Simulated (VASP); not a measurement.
Set up this calculation in VASP 6.6.1, as the native input.

- Task: electric field gradients
- Functional: PBEsol
- Potentials or basis: VASP PAW PBE potentials, release 64 (Ba_sv, Ti_sv, O)
- Cutoff: 520 eV
- k mesh: 7 × 7 × 7
- Occupations: fermi-dirac, width 0.08 eV
- Spin: no spin polarisation
- Dipole correction: no
- Further INCAR settings: ALGO = Normal; EDIFF = 1e-08; NBANDS = 28

The structure of BaTiO3 lies in POSCAR:

```
BaTiO3
1.0
    3.9457420220      0.0000000000      0.0000000000
    0.0000000000      3.9457420220      0.0000000000
    0.0000000000      0.0000000000      3.9636960459
Ba Ti O
1 1 3
Direct
    0.0000000000      0.0000000000      0.0000000000
    0.5000000000      0.5000000000      0.4820000000
    0.5000000000      0.5000000000      0.0160000000
    0.5000000000      0.0000000000      0.5150000000
    0.0000000000      0.5000000000      0.5150000000
```

This cell differs from its parent crystal: volume scaled by 0.96.

The input as run:

INCAR

```
PREC     = Accurate       # precision mode
ENCUT    = 520            # plane-wave cutoff, eV
EDIFF    = 1E-8           # SCF threshold, eV
ISMEAR   = -1             # smearing method
SIGMA    = 0.08           # smearing width, eV
LREAL    = False          # projectors in reciprocal space
LASPH    = True           # aspherical terms in the spheres
NELM     = 60             # most SCF steps
ALGO     = Normal         # electronic algorithm
ISIF     = 2              # what is computed and relaxed
LWAVE    = False          # write WAVECAR
LCHARG   = False          # write CHGCAR
GGA      = PS             # functional
LEFG     = True         
NBANDS   = 28             # bands
```

KPOINTS

```
regular mesh
0
Gamma
  7 7 7
```

Potentials or basis: VASP PAW PBE potentials, release 64 (Ba_sv, Ti_sv, O).

Run with:

```console
$ cat potpaw_PBE.64/Ba_sv/POTCAR potpaw_PBE.64/Ti_sv/POTCAR potpaw_PBE.64/O/POTCAR > POTCAR
$ mpirun -np 1 vasp_std > vasp.out
```

It gave:

* Pressure: 5.7 GPa
* Largest force: 0.296 eV/Å
* Band gap on the k mesh: 1.91 eV, indirect (least direct gap 2.11 eV)

Caveat: without QUAD_EFG the Cq values of the log hold for a quadrupole moment of 1 mb, not for the nuclei; the PAW data sets were made with another functional, which shifts forces and pressure a little; spin-orbit coupling is left out, which moves the levels of the heavy elements.

It took 2.6 min on 1 thread of Intel(R) Xeon(R) Platinum 8375C CPU @ 2.90GHz (Ice Lake), on a shared host, peak memory 0.21 GiB.
